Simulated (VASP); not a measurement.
Write the native input for VASP 6.6.1 that does the following.

```
Task                   : single point
Functional             : PBE
Potentials or basis    : VASP PAW PBE potentials, release 64 (Rh_pv)
Cutoff                 : 520 eV
k mesh                 : 6 × 6 × 4
Occupations            : gaussian, width 0.1 eV
Spin                   : no spin polarisation
Dipole correction      : no
Further INCAR settings : ALGO = Fast; EDIFF = 1e-06; NBANDS = 30
```

The structure of Rh lies in POSCAR:

```
Rh
1.0
    3.6291261578      0.0000000000      0.0000000000
   -1.8145630789      3.1429154462      0.0000000000
    0.0000000000      0.0000000000      4.2832293695
Rh
3
Direct
    0.3333638943      0.0000000000      0.1666666667
    0.0000000000      0.3333638943      0.8333333333
    0.6666361057      0.6666361057      0.5000000000
```

One way to write it, as run:

INCAR

```
SYSTEM = Rh
ALGO     = Fast           ! electronic algorithm
EDIFF    = 1E-6           ! SCF threshold, eV
ENCUT    = 520            ! plane-wave cutoff, eV
GGA      = PE             ! functional
ISIF     = 2              ! what is computed and relaxed
ISMEAR   = 0              ! smearing method
LASPH    = .TRUE.         ! aspherical terms in the spheres
LCHARG   = .TRUE.         ! write CHGCAR
LELF     = .TRUE.         ! ELF
LREAL    = .FALSE.        ! projectors in reciprocal space
LVHAR    = .TRUE.       
LWAVE    = .FALSE.        ! write WAVECAR
NBANDS   = 30             ! bands
NELM     = 100            ! most SCF steps
PREC     = Accurate       ! precision mode
SIGMA    = 0.1            ! smearing width, eV
```

KPOINTS

```
k-points
0
G
  6 6 4
  0 0 0
```

Potentials or basis: VASP PAW PBE potentials, release 64 (Rh_pv).

Launch:

```console
$ cat potpaw_PBE.64/Rh_pv/POTCAR > POTCAR
$ mpirun -np 1 vasp_std > vasp.out
```

It gave:

| Quantity | Value |
| --- | --- |
| Pressure | 0.1 GPa |

Caveat: the k points lie up to 0.37 Å⁻¹ apart.

Run time: 40 s on 1 thread of AMD EPYC 7R13, on a shared host, peak memory 0.14 GiB.
